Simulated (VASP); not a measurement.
## H8SO6: single point with PBE+D3(BJ)

H8SO6:

```
O H S
1.0
     5.78896    0.00000    0.00000
     0.00000    5.78896    0.00000
     0.00000    0.00000    5.78896
O H S
6 8 1
Cartesian
  3.0560 1.6836 3.0543
  5.2432 1.5489 1.2887
  3.5800 3.0780 5.3952
  2.0392 3.9103 1.9961
  -0.7186 4.9449 3.0632
  0.7957 4.1404 4.8038
  3.3887 2.2303 3.8280
  3.7905 1.5188 2.3938
  5.8897 2.3022 1.1625
  5.6448 0.8405 1.8294
  2.7016 3.2793 5.7790
  4.0279 2.3282 5.9162
  2.5634 4.6043 2.4214
  2.3346 3.1027 2.5269
  0.0374 3.8099 3.5918
```

```
Program             : VASP 6.6.1
Task                : single point
Functional          : PBE
Dispersion          : D3(BJ)
Potentials or basis : VASP PAW PBE potentials, release 64 (O, H, S)
Cutoff              : 520 eV
k mesh              : 1 × 1 × 1
Occupations         : fermi-dirac, width 0.02 eV
Spin                : no spin polarisation
```

| Item | Value |
| --- | --- |
| Pressure | -1.9 GPa |
| Largest force | 1.662 eV/Å |
| Band gap on the k mesh | 3.29 eV |
| Dispersion energy per atom | -0.043 eV |

Forces in eV/Å, atoms in the order of the input:
```
O    0.086  0.177 -0.213
O    0.476  0.920 -0.366
O    0.869 -1.186  0.074
O   -0.563 -0.535  0.298
O    0.044 -0.325 -0.287
O   -0.217 -0.594 -0.583
H    0.053 -0.591 -0.130
H   -0.379  0.502  0.843
H   -0.540 -1.086  0.365
H    0.226  0.044 -0.170
H    0.267 -0.030  0.241
H   -0.946  1.130 -0.476
H    0.217  0.674 -0.006
H    0.208 -0.409 -0.597
S    0.198  1.308  1.007
```

Stress tensor (GPa, compression positive):
```
-1.16 -0.20  0.29
-0.20 -2.80  0.05
 0.29  0.05 -1.88
```

Levels at points of the mesh, in eV from the valence-band top:
| k point | band 21 | band 22 | band 23 | band 24 | band 25 | band 26 | band 27 | band 28 | band 29 | band 30 |
| --- | --- | --- | --- | --- | --- | --- | --- | --- | --- | --- |
| (0.00, 0.00, 0.00) | -0.97 | -0.76 | -0.37 | -0.10 | 0.00 | 3.29 | 5.49 | 7.50 | 7.65 | 8.97 |

It took 22 s on 1 thread of Intel(R) Xeon(R) Platinum 8259CL CPU @ 2.50GHz (Skylake/Cascade Lake) (shared host), peak memory 0.3 GiB.

Caveat: the k points lie up to 1.09 Å⁻¹ apart.
